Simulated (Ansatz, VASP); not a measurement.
# TiC: VASP beside Ansatz

INCAR

```
SYSTEM = TiC
PREC = Accurate
ENCUT = 520
EDIFF = 1E-6
ISMEAR = 0
SIGMA = 0.15
LREAL = .FALSE.
LASPH = .TRUE.
NELM = 100
ALGO = Normal
ISIF = 2
LWAVE = .FALSE.
LCHARG = .FALSE.
GGA = PS
NBANDS = 15
```

The input KPOINTS:

```
regular mesh
0
G
  18 18 18
  0 0 0
```

POSCAR

```
TiC
1.0
    0.0000000000      2.1964600000      2.0990800000
    2.1964600000      0.0000000000      2.0990800000
    2.1964600000      2.1964600000      0.0000000000
Ti C
1 1
Direct
    0.0000000000      0.0000000000      0.0000000000
    0.5000000000      0.5000000000      0.5000000000
```

Input for Ansatz:

```yaml
crystal:
  lattice:
    - [0.0, 2.19646, 2.09908]
    - [2.19646, 0.0, 2.09908]
    - [2.19646, 2.19646, 0.0]
  atoms:
    - { symbol: Ti, position: [0.0, 0.0, 0.0] }
    - { symbol: C, position: [0.5, 0.5, 0.5] }
basis:
  ecutwfc: 420
kpoints:
  mp_grid: { grid: [18, 18, 18] }
hamiltonian:
  xc: pbesol
scf:
  occupations: { method: gaussian, width: 0.15 }
output:
  forces: true
  stress: true
  eigenvalues: true
```

Change from the starting cell: strain +0.015 along x and y, -0.030 along z, atoms carried along.

Alike in both runs: task single point; functional PBEsol; k mesh 18 × 18 × 18; occupations gaussian, width 0.15 eV; no spin polarisation.

```csv
,VASP,Ansatz
version,VASP 6.6.1,Ansatz 0.2.0
potentials or method,"VASP PAW PBE potentials, release 64 (Ti_sv, C), cutoff 520 eV","scalar-relativistic, plane waves, PAW"
valence electrons in the cell,16,16
```

|  | VASP | Ansatz | Ansatz less VASP |
| --- | --- | --- | --- |
| gap on the k mesh at the Fermi level (eV) | none | none | - |
| pressure (GPa) | -4.7 | -5.0 | -0.25 |
| traceless stress, the component that is largest in VASP (GPa) | 12.75 | 12.71 | -0.040 |

VASP's potentials were made for PBE, not for PBEsol. A gap of «none» marks a metal or a gap that the smearing closes. The functional is the same, so the differences come from potentials, cutoffs and numerics.
